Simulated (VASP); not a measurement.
Wanted: the native input for a VASP 6.6.1 run.

```yaml
Task: single point
Functional: PBE
Potentials_or_basis: VASP PAW PBE potentials, release 64 (Si, Au)
Cutoff: 520 eV
k_mesh: 2 × 2 × 2
Occupations: gaussian, width 0.05 eV
Spin: collinear spin, zero start
Starting_moments: "[0.0, 0.0, 0.0, 0.0, 0.0, 0.0, 0.0, 0.0, 0.0, 0.0, 0.0, 0.0, 0.0, 0.0, 0.0, 0.0, 0.0] μB"
Dipole_correction: no
Further_INCAR_settings: LREAL = Auto; ALGO = Normal; EDIFF = 1e-06; NBANDS = 56
```

The structure of Si16Au (a cell with a defect) lies in POSCAR:

```
Si16Au
1.0
    0.0000000000      5.4300000000      5.4300000000
    5.4300000000      0.0000000000      5.4300000000
    5.4300000000      5.4300000000      0.0000000000
Si Au
16 1
Direct
    0.0020494475      0.0397755985      0.0116328729
    0.1428224678      0.1426834254      0.1378692449
    0.0072685083     -0.0105928177      0.5133589319
    0.1204887661      0.1063099448      0.6554239411
    0.0030690608      0.5225171271      0.0006688766
    0.1052824125      0.6771674954      0.1175757827
   -0.0164261510      0.5126775322      0.5165141805
    0.1334353591      0.6181121547      0.6305558011
    0.5170077348     -0.0085817680     -0.0031613260
    0.6457548803      0.1168720074      0.1144044199
    0.5098219153     -0.0206653775      0.5056302026
    0.6361710866      0.1048613260      0.6254854512
    0.5004767035      0.5216205341     -0.0146641805
    0.6327439227      0.6196365562      0.1246175875
    0.5056704420      0.4789054328      0.4974137201
    0.6198690608      0.6116935543      0.6212489871
    0.2788140884      0.3024855433      0.2876313996
```

The input as run:

INCAR

```
SYSTEM = Si16Au
PREC     = Accurate       ! precision mode
ENCUT    = 520            ! plane-wave cutoff, eV
EDIFF    = 1E-6           ! SCF threshold, eV
ISMEAR   = 0              ! smearing method
SIGMA    = 0.05           ! smearing width, eV
LREAL    = Auto         
LASPH    = .True.         ! aspherical terms in the spheres
NELM     = 150            ! most SCF steps
ALGO     = Normal         ! electronic algorithm
ISIF     = 2              ! what is computed and relaxed
LWAVE    = .False.        ! write WAVECAR
LCHARG   = .False.        ! write CHGCAR
ISPIN    = 2              ! spin polarisation
MAGMOM   = 0 0 0 0 0 0 0 0 0 0 0 0 0 0 0 0 0 ! initial moments
LORBIT   = 11             ! projections on sites
LMAXMIX  = 4              ! l up to which the mixer works
GGA      = PE             ! functional
NBANDS   = 56             ! bands
```

KPOINTS

```
Automatic mesh
0
Gamma
  2 2 2
  0 0 0
```

Potentials or basis: VASP PAW PBE potentials, release 64 (Si, Au).

Run with:

```sh
$ cat potpaw_PBE.64/Si/POTCAR potpaw_PBE.64/Au/POTCAR > POTCAR
$ mpirun -np 1 vasp_std > vasp.out
```

Results of the run:

- Pressure: 6.9 GPa
- Largest force: 0.373 eV/Å
- Net moment: 0.00 μB per cell
- Valence electrons inside the program's atomic spheres: Si 1.73, 1.69, 1.70, 1.68, 1.71; Au 10.05

Caveat: the k points lie up to 0.50 Å⁻¹ apart.

It took 4.6 min on 1 thread of Intel(R) Xeon(R) 6975P-C (Granite Rapids), on a shared host, peak memory 0.72 GiB.
